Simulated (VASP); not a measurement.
Set up this calculation in VASP 6.6.1, as the native input.

```yaml
Task: single point
Functional: PBE
Potentials_or_basis: VASP PAW PBE potentials, release 64 (Ca_sv)
Cutoff: 520 eV
k_mesh: 12 × 12 × 12
Occupations: gaussian, width 0.1 eV
Spin: no spin polarisation
Dipole_correction: no
Further_INCAR_settings: ALGO = Normal; EDIFF = 1e-06; NBANDS = 11
```

The structure of Ca lies in POSCAR:

```
Ca
1.0
    3.4363962680      0.1395462536      0.1395462536
    0.1395462536      3.4363962680     -0.1395462536
    0.1395462536     -0.1395462536      3.4363962680
Ca
1
Direct
    0.0000000000      0.0000000000      0.0000000000
```

This cell differs from its parent crystal: strained.

These files were run (other wordings do the same):

INCAR

```
PREC = Accurate ; ENCUT = 520
EDIFF = 1E-6 ; ISMEAR = 0
SIGMA = 0.1 ; LREAL = False
LASPH = True ; NELM = 60
ALGO = Normal ; ISIF = 2
LWAVE = False ; LCHARG = False
GGA = PE ; NBANDS = 11
```

KPOINTS

```
regular mesh
0
Gamma
  12 12 12
```

Potentials or basis: VASP PAW PBE potentials, release 64 (Ca_sv).

Launch:

```bash
$ cat potpaw_PBE.64/Ca_sv/POTCAR > POTCAR
$ mpirun -np 1 vasp_std > vasp.out
```

Results of the run:

```yaml
Pressure: 0.9 GPa
Band_gap_on_the_k_mesh: zero (bands 5 and 6 overlap by 1.11 eV)
```

Caveat: the cell differs from its parent crystal (strained).

Wall time 55 s on 1 thread of Intel(R) Xeon(R) Platinum 8175M CPU @ 2.50GHz (Skylake/Cascade Lake), with other jobs on the host, peak memory 0.21 GiB.
